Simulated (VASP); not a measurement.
Write the native input for VASP 6.6.1 that does the following.

- Task: single point
- Functional: BLYP
- Potentials or basis: VASP PAW PBE potentials, release 64 (K_sv)
- Cutoff: 520 eV
- k mesh: 13 × 13 × 7
- Occupations: fermi-dirac, width 0.1 eV
- Spin: no spin polarisation
- Dipole correction: no
- Further INCAR settings: ALGO = Normal; EDIFF = 1e-06; NBANDS = 16

The structure of K lies in POSCAR:

```
K
1.0
    4.7597049449      0.0000000000      0.0000000000
   -2.3798524724      4.1220253968      0.0000000000
    0.0000000000      0.0000000000      7.7399802911
K
2
Direct
    0.3333333333      0.6666666667      0.2500000000
    0.6666666667      0.3333333333      0.7500000000
```

This isn't the form of K at room conditions, which is bcc.

One way to write it, as run:

INCAR

```
  PREC = Accurate
  ENCUT = 520
  EDIFF = 1E-6
  ISMEAR = -1
  SIGMA = 0.1
  LREAL = False
  LASPH = True
  NELM = 100
  ALGO = Normal
  ISIF = 2
  LWAVE = False
  LCHARG = True
  GGA = B5
  ALDAX = 1.0
  AGGAX = 1.0
  AGGAC = 1.0
  ALDAC = 0.0
  LELF = True
  LVHAR = True
  NBANDS = 16
```

KPOINTS

```
regular mesh
0
Gamma
  13 13 7
```

Potentials or basis: VASP PAW PBE potentials, release 64 (K_sv).

The run is started by

```bash
$ cat potpaw_PBE.64/K_sv/POTCAR > POTCAR
$ mpirun -np 1 vasp_std > vasp.out
```

It gave:

| Item | Value |
| --- | --- |
| Pressure | 0.0 GPa |
| Band gap on the k mesh | zero (bands 9 and 10 overlap by 2.08 eV) |

Caveat: the PAW data sets were made with another functional, which shifts forces and pressure a little.

It took 100 s on 1 thread of Intel(R) Xeon(R) Platinum 8488C (Sapphire Rapids) (shared host), peak memory 0.34 GiB.
